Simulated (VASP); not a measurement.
Set up this calculation in VASP 6.6.1, as the native input.

- Task: single point
- Functional: LDA
- Potentials or basis: VASP PAW LDA potentials, release 64 (As)
- Cutoff: 520 eV
- k mesh: 12 × 12 × 10
- Occupations: gaussian, width 0.1 eV
- Spin: no spin polarisation
- Dipole correction: no
- Further INCAR settings: ALGO = Normal; EDIFF = 1e-07; NBANDS = 18

The structure of As lies in POSCAR:

```
As
1.0
    1.8560149764     -5.3745652846      0.0000000000
    1.8560149764      5.3745652846      0.0000000000
    0.0000000000      0.0000000000      4.2321864222
As
4
Direct
    0.1126711706      0.8873288294      0.0546116501
    0.6126711706      0.3873288294      0.4453883499
    0.8873288294      0.1126711706      0.9453883499
    0.3873288294      0.6126711706      0.5546116501
```

The input as run:

INCAR

```
PREC = Accurate
ENCUT = 520
EDIFF = 1E-7
ISMEAR = 0
SIGMA = 0.1
LREAL = F
LASPH = T
NELM = 100
ALGO = Normal
ISIF = 2
LWAVE = F
LCHARG = F
GGA = CA
NBANDS = 18
```

KPOINTS

```
Automatic mesh
0
Gamma
  12 12 10
```

Potentials or basis: VASP PAW LDA potentials, release 64 (As).

Command:

```console
$ cat potpaw_LDA.64/As/POTCAR > POTCAR
$ mpirun -np 1 vasp_std > vasp.out
```

Results of the run:

```json
{
  "Pressure": "0.5 GPa",
  "Largest force": "0.078 eV/Å",
  "Band gap on the k mesh": "zero (band 10 reaches 5.54 eV, above the bottom of band 11 at 5.04 eV)"
}
```

It took 11 min on 1 thread of AMD EPYC 7R13, on a shared host, peak memory 0.37 GiB.
